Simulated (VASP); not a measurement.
# LiCl (Fm-3m) in VASP: further runs

The runs below take LiCl through single point, with PBE.

Program: VASP 6.6.1. These are calculated values, not measurements. Logs are shortened: lines on timing, memory, paths and dates and some standing lists are left out, and cuts for length are marked.

### Step 1. The cell of the first run

Symmetry: Fm-3m, No. 225, cubic system. The conventional cell has a = 5.112 Å, b = 5.112 Å, c = 5.112 Å, α = 90.00°, β = 90.00°, γ = 90.00°. Within 3.4 Å of Li (site symmetry m-3m) lie 6 Cl at 2.56 Å. Within 3.4 Å of Cl (site symmetry m-3m) lie 6 Li at 2.56 Å.

### Step 2. Single point, PBE

INCAR reads:

```
PREC = Accurate
ENCUT = 750
EDIFF = 1E-6
ISMEAR = 0
SIGMA = 0.01
LREAL = False
LASPH = True
NELM = 120
ALGO = Normal
ISIF = 2
LWAVE = False
LCHARG = True
GGA = PE
LELF = True
LVHAR = True
NBANDS = 12
GGA_COMPAT = False
```

KPOINTS reads:

```
regular mesh
0
Gamma
  5 5 5
```

POSCAR reads:

```
LiCl
1.0
    0.0000000000      2.5560252063      2.5560252063
    2.5560252063      0.0000000000      2.5560252063
    2.5560252063      2.5560252063      0.0000000000
Li Cl
1 1
Direct
    0.0000000000      0.0000000000      0.0000000000
    0.5000000000      0.5000000000      0.5000000000
```

Potentials or basis: VASP PAW PBE potentials, release 64 (Li_sv, Cl).

Launch:

```bash
cat potpaw_PBE.64/Li_sv/POTCAR potpaw_PBE.64/Cl/POTCAR > POTCAR
mpirun -np 1 vasp_std > vasp.out
```

OUTCAR:

```text
PREC = Accurate
   ENCUT = 750
   EDIFF = 1E-6
   ISMEAR = 0
   LREAL = False
   LASPH = True
   NELM = 120
   ISIF = 2
   GGA = PE

 ion  position               nearest neighbor table
   1  0.000  0.000  0.000-   2 2.56   2 2.56   2 2.56   2 2.56   2 2.56   2 2.56
   2  0.500  0.500  0.500-   1 2.56   1 2.56   1 2.56   1 2.56   1 2.56   1 2.56

  LATTYP: Found a face centered cubic cell.
 ALAT       =     5.1120504126

  Lattice vectors:

 A1 = (   0.0000000000,   2.5560252063,   2.5560252063)
 A2 = (   2.5560252063,   0.0000000000,   2.5560252063)
 A3 = (   2.5560252063,   2.5560252063,   0.0000000000)

Analysis of symmetry for initial positions (statically):
=====================================================================
 Subroutine PRICEL returns:
 Original cell was already a primitive cell.

 Routine SETGRP: Setting up the symmetry group for a
 face centered cubic supercell.

 Subroutine GETGRP returns: Found 48 space group operations
 (whereof 48 operations were pure point group operations)
 out of a pool of 48 trial point group operations.

The static configuration has the point symmetry O_h .

Analysis of symmetry for dynamics (positions and initial velocities):
=====================================================================
 Subroutine PRICEL returns:
 Original cell was already a primitive cell.

 Routine SETGRP: Setting up the symmetry group for a
 face centered cubic supercell.

 Subroutine GETGRP returns: Found 48 space group operations
 (whereof 48 operations were pure point group operations)
 out of a pool of 48 trial point group operations.

The dynamic configuration has the point symmetry O_h .

 Subroutine INISYM returns: Found 48 space group operations
 (whereof 48 operations are pure point group operations),
 and found     1 'primitive' translations

----------------------------------------------------------------------------------------

                                     Primitive cell

  volume of cell :      33.3984

  direct lattice vectors                    reciprocal lattice vectors
     0.000000000  2.556025206  2.556025206    -0.195616224  0.195616224  0.195616224
     2.556025206  0.000000000  2.556025206     0.195616224 -0.195616224  0.195616224
     2.556025206  2.556025206  0.000000000     0.195616224  0.195616224 -0.195616224

  length of vectors
     3.614765513  3.614765513  3.614765513     0.338817239  0.338817239  0.338817239

  position of ions in fractional coordinates (direct lattice)
     0.000000000  0.000000000  0.000000000
     0.500000000  0.500000000  0.500000000

[... 71 lines left out ...]
   PSTRESS=    0.0 pullay stress
   NELECT =      10.0000    total number of electrons
   NUPDOWN=      -1.0000    fix difference up-down
   EMIN   =  10.00;   EMAX   =-10.00  energy-range for DOS
   EFERMI =   0.00;   METHOD = LEGACY
   ISMEAR =     0;   SIGMA  =   0.01  broadening in eV -4-tet -1-fermi 0-gaus
   EFERMI_NEDOS =   21; number of points for ismear=-14 and -15
   IALGO  =     38    algorithm
   IMIX   =      4    mixing-type and parameters
     AMIX     =   0.40;   BMIX     =  1.00
     AMIX_MAG =   1.60;   BMIX_MAG =  1.00
  volume/ion in A,a.u.               =      16.70       112.69
  Fermi-wavevector in a.u.,A,eV,Ry     =   1.095216  2.069658 16.320156  1.199498
  Thomas-Fermi vector in A             =   2.231535
   LORBIT       =      0    0 simple, 1 ext, 2 COOP (PROOUT), +10 PAW based schemes
   GGA     = PE    functional components
   LHFCALC =     F    Hartree Fock is set to
   AEXX    =    0.0000 exact exchange contribution
   IVDW    =     0    specifies the selected vdW correction
   LEPSILON=     F    determine dielectric tensor
   LRPA    =     F    only Hartree local field effects (RPA)
 non-spin polarized calculation
 Gauss-broadening in eV      SIGMA  =   0.01
  energy-cutoff  :      750.00
  volume of cell :       33.40
 maximum number of plane-waves:      1584
   NGX = 17   NGY = 17   NGZ = 17

 number of electron      10.0000002 magnetization

 Free energy of the ion-electron system (eV)
  ---------------------------------------------------
  ext. energy  EPLUGINS =         0.00000000
  ---------------------------------------------------
  free energy    TOTEN  =        -7.38129616 eV

  energy without entropy =       -7.38129616  energy(sigma->0) =       -7.38129616

 E-fermi :   0.8416     XC(G=0):  -8.7745

 val. band max:        0.6568411033   @ k =   0.0000   0.0000   0.0000
 cond. band min:       7.0504746752   @ k =   0.0000   0.0000   0.0000
 fundamental gap:      6.3936335719
 Fermi energy:         0.8415700213

 k-point     1 :       0.0000    0.0000    0.0000
  band No.  band energies     occupation
      1     -42.8411      2.00000
      2     -12.7763      2.00000
      3       0.6568      2.00000
      4       0.6568      2.00000
      5       0.6568      2.00000
      6       7.0505      0.00000
      7      12.6038      0.00000
      8      12.6038      0.00000
      9      12.6038      0.00000
     10      15.2485      0.00000
     11      15.2499      0.00000
     12      15.2670      0.00000
[... 121 lines left out ...]
 k-point    10 :      -0.4000    0.4000    0.2000
  band No.  band energies     occupation
      1     -42.8377      2.00000
      2     -12.0119      2.00000
      3      -1.7060      2.00000
      4      -1.0977      2.00000
      5      -0.2207      2.00000
      6       9.9046      0.00000
      7      10.3082      0.00000
      8      10.5497      0.00000
      9      12.4454      0.00000
     10      15.5909      0.00000
     11      17.2553      0.00000
     12      19.4677      0.00000

------------------------ aborting loop because EDIFF is reached ----------------------------------------

  FORCE on cell =-STRESS in cart. coord.  units (eV):
  Direction    XX          YY          ZZ          XY          YZ          ZX
  --------------------------------------------------------------------------------------
  -------------------------------------------------------------------------------------
  Total        0.1416026      0.1416026      0.1416026     -0.0000000      0.0000000      0.0000000
  in kB        6.7929171      6.7929171      6.7929171     -0.0000000      0.0000000      0.0000000
  external PRESSURE =       6.7929171 kB  Pullay stress =       0.0000000 kB

 VOLUME and BASIS-vectors are now :
 -----------------------------------------------------------------------------
  energy-cutoff  :      750.00
  volume of cell :       33.40
      direct lattice vectors                 reciprocal lattice vectors
     0.000000000  2.556025206  2.556025206    -0.195616224  0.195616224  0.195616224
     2.556025206  0.000000000  2.556025206     0.195616224 -0.195616224  0.195616224
     2.556025206  2.556025206  0.000000000     0.195616224  0.195616224 -0.195616224

 POSITION                                       TOTAL-FORCE (eV/Angst)
 -----------------------------------------------------------------------------------
      0.00000      0.00000      0.00000         0.000000      0.000000      0.000000
      2.55603      2.55603      2.55603        -0.000000     -0.000000     -0.000000
 -----------------------------------------------------------------------------------
    total drift:                               -0.000000     -0.000000      0.000000

  FREE ENERGIE OF THE ION-ELECTRON SYSTEM (eV)
  ---------------------------------------------------
  free  energy   TOTEN  =        -7.3812961567 eV

  energy  without entropy=       -7.3812961567  energy(sigma->0) =       -7.38129616
```

stdout:

```text
POSCAR found type information on POSCAR LiCl
 POSCAR found :  2 types and       2 ions
 scaLAPACK will be used
 LDA part: xc-table for (Slater+PW92), standard interpolation
 POSCAR, INCAR and KPOINTS ok, starting setup
 FFT: planning ... GRIDC
 FFT: planning ... GRID_SOFT
 FFT: planning ... GRID
 WAVECAR not read
 entering main loop
```

Run time: 9.8 s. Hardware: 1 thread of AMD EPYC 7R13, shared host; peak memory 0.17 GiB.

Results:

```
Free energy            : -7.3813 eV
Pressure               : 0.7 GPa
Band gap on the k mesh : 6.39 eV
```

Caveat: the k points lie up to 0.43 Å⁻¹ apart. PBE gaps usually lie below the measured ones, often by a third to a half.

### Step 3. Single point, PBE

INCAR reads:

```
SYSTEM = LiCl
ALGO = Normal
EDIFF = 1E-6
ENCUT = 750
GGA = PE
GGA_COMPAT = .FALSE.
ISIF = 2
ISMEAR = 1
LASPH = .TRUE.
LCHARG = .FALSE.
LREAL = .FALSE.
LWAVE = .FALSE.
NBANDS = 12
NELM = 120
PREC = Accurate
SIGMA = 0.5
```

KPOINTS reads:

```
k-points
0
G
  6 6 6
  0 0 0
```

POSCAR is that of step 2.

Potentials or basis: VASP PAW PBE potentials, release 64 (Li_sv, Cl).

Launch:

```bash
cat potpaw_PBE.64/Li_sv/POTCAR potpaw_PBE.64/Cl/POTCAR > POTCAR
mpirun -np 1 vasp_std > vasp.out
```

Run time: 15 s. Hardware: 1 thread of AMD EPYC 7R13, shared host; peak memory 0.17 GiB.

The run converged. Its results:

```yaml
Free_energy: -7.3668 eV
Pressure: 0.5 GPa
Band_gap_on_the_k_mesh: 6.40 eV
```

Levels at points of the mesh, in eV from the valence-band top:
```
           k point  band 2  band 3  band 4  band 5  band 6  band 7  band 8  band 9
(0.00, 0.00, 0.00)  -13.43    0.00    0.00    0.00    6.40   11.95   11.95   11.95
(0.50, 0.00, 0.00)  -12.85   -2.85   -0.26   -0.26    6.77    9.51    9.51   13.08
(0.50, 0.50, 0.00)  -12.60   -2.94   -1.12   -1.12    7.90    8.28   12.53   14.20
```

A k mesh can miss the band edges.
